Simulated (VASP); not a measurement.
Set up this calculation in VASP 6.6.1, as the native input.

- Task: single point
- Functional: PBEsol
- Potentials or basis: VASP PAW PBE potentials, release 64 (Ir)
- Cutoff: 500 eV
- k mesh: 13 × 13 × 13
- Occupations: fermi-dirac, width 0.05 eV
- Spin: no spin polarisation
- Dipole correction: no
- Further INCAR settings: ALGO = Normal; EDIFF = 1e-06; NBANDS = 10

The structure of Ir lies in POSCAR:

```
Ir
1.0
    0.0000000000      1.8664602246      1.8664602246
    1.8664602246      0.0000000000      1.8664602246
    1.8664602246      1.8664602246      0.0000000000
Ir
1
Direct
    0.0000000000      0.0000000000      0.0000000000
```

These files were run (other wordings do the same):

INCAR

```
SYSTEM = Ir
PREC = Accurate
ENCUT = 500
EDIFF = 1E-6
ISMEAR = -1
SIGMA = 0.05
LREAL = .FALSE.
LASPH = .TRUE.
NELM = 120
ALGO = Normal
ISIF = 2
LWAVE = .FALSE.
LCHARG = .FALSE.
GGA = PS
NBANDS = 10
GGA_COMPAT = .FALSE.
```

KPOINTS

```
Automatic mesh
0
G
  13 13 13
  0 0 0
```

Potentials or basis: VASP PAW PBE potentials, release 64 (Ir).

Run with:

```bash
$ cat potpaw_PBE.64/Ir/POTCAR > POTCAR
$ mpirun -np 1 vasp_std > vasp.out
```

Results of the run:

```json
{
 "Pressure": "38.4 GPa"
}
```

Caveat: the PAW data sets were made with another functional, which shifts forces and pressure a little.

Wall time 11 s on 1 thread of AMD EPYC 9R45 (Zen 5), on a shared host, peak memory 0.1 GiB.
